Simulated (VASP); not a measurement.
Wanted: the native input for a VASP 6.6.1 run.

| Item | Value |
| --- | --- |
| Task | single point |
| Functional | PBEsol |
| Potentials or basis | VASP PAW PBE potentials, release 64 (Sr_sv, Tl_d) |
| Cutoff | 520 eV |
| k mesh | 12 × 12 × 12 |
| Occupations | gaussian, width 0.15 eV |
| Spin | no spin polarisation |
| Dipole correction | no |
| Further INCAR settings | ALGO = Fast; EDIFF = 1e-07; NBANDS = 18 |

The structure of SrTl lies in POSCAR:

```
SrTl
1.0
    3.8304000000      0.0000000000      0.0000000000
    0.0000000000      3.8304000000      0.0000000000
    0.0000000000      0.0000000000      4.1328000000
Sr Tl
1 1
Direct
    0.0000000000      0.0000000000      0.0000000000
    0.5000000000      0.5000000000      0.5000000000
```

This cell differs from its parent crystal: strain -0.050 along x and y, +0.025 along z.

One way to write it, as run:

INCAR

```
PREC = Accurate
ENCUT = 520
EDIFF = 1E-7
ISMEAR = 0
SIGMA = 0.15
LREAL = F
LASPH = T
NELM = 100
ALGO = Fast
ISIF = 2
LWAVE = F
LCHARG = F
GGA = PS
NBANDS = 18
```

KPOINTS

```
Automatic mesh
0
Gamma
  12 12 12
```

Potentials or basis: VASP PAW PBE potentials, release 64 (Sr_sv, Tl_d).

Launch:

```console
$ cat potpaw_PBE.64/Sr_sv/POTCAR potpaw_PBE.64/Tl_d/POTCAR > POTCAR
$ mpirun -np 1 vasp_std > vasp.out
```

It gave:

* Pressure: 2.4 GPa

Caveat: the cell differs from its parent crystal (strain -0.050 along x and y, +0.025 along z); the PAW data sets were made with another functional, which shifts forces and pressure a little.

Run time: 2.1 min on 1 thread of Intel(R) Xeon(R) 6975P-C (Granite Rapids), with other jobs on the host, peak memory 0.33 GiB.
